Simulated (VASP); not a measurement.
Set up this calculation in VASP 6.6.1, as the native input.

| Property | Result |
| --- | --- |
| Task | single point |
| Functional | PBEsol |
| Potentials or basis | VASP PAW PBE potentials, release 64 (Li_sv, Cl) |
| Cutoff | 520 eV |
| k mesh | 2 × 2 × 2, shifted |
| Occupations | fermi-dirac, width 0.0689 eV |
| Spin | no spin polarisation |
| Dipole correction | no |
| Further INCAR settings | LREAL = Auto; ALGO = Normal; EDIFF = 1e-06; NBANDS = 54 |

The structure of LiCl lies in POSCAR:

```
LiCl
1.0
   -5.1786930000     -5.1786930000      0.0000000000
    0.0000000000     -5.1786930000      5.1786930000
   -5.1786930000      0.0000000000      5.1786930000
Li Cl
8 8
Direct
    0.4189033797      0.0429643155      0.0000623709
   -0.0140232294      0.0164954748     -0.0320015108
    0.4457211501      0.4882208696      0.0023440277
    0.0309002677      0.5040905109     -0.0234373808
    0.5116309270      0.0057550235      0.4916710645
    0.0128332573      0.0015819629      0.5129327998
    0.5650923891      0.5219620086      0.4331509900
    0.0359117638      0.5345340996      0.4805308984
    0.7332731444      0.2678153542      0.2392255150
    0.2315084134      0.2425405406      0.2382423519
    0.7516002590      0.7625686636      0.2583678932
    0.2304747549      0.7543571322      0.2291921919
    0.7889365135      0.2919895039      0.7010050605
    0.2299889181      0.2414842896      0.7375866845
    0.7296559190      0.7364134155      0.7600840598
    0.2431610640      0.7555135050      0.7465753425
```

This cell differs from its parent crystal: dynamics (npt langevin) at 800 K, volume x 1.02, from the last frame before.

One way to write it, as run:

INCAR

```
PREC = Accurate ; ENCUT = 520
EDIFF = 1E-6 ; ISMEAR = -1
SIGMA = 0.0689 ; LREAL = Auto
LASPH = T ; NELM = 100
ALGO = Normal ; ISIF = 2
LWAVE = F ; LCHARG = F
GGA = PS ; NBANDS = 54
```

KPOINTS

```
Automatic mesh
0
Gamma
  2 2 2
  0.5 0.5 0.5
```

Potentials or basis: VASP PAW PBE potentials, release 64 (Li_sv, Cl).

Run with:

```bash
$ cat potpaw_PBE.64/Li_sv/POTCAR potpaw_PBE.64/Cl/POTCAR > POTCAR
$ mpirun -np 1 vasp_std > vasp.out
```

It gave:

- Largest force: 0.974 eV/Å
- Band gap on the k mesh: 5.87 eV, direct

Caveat: the PAW data sets were made with another functional, which shifts forces and pressure a little.

Run time: 3 min on 1 thread of Intel(R) Xeon(R) 6975P-C (Granite Rapids) (shared host), peak memory 0.43 GiB.
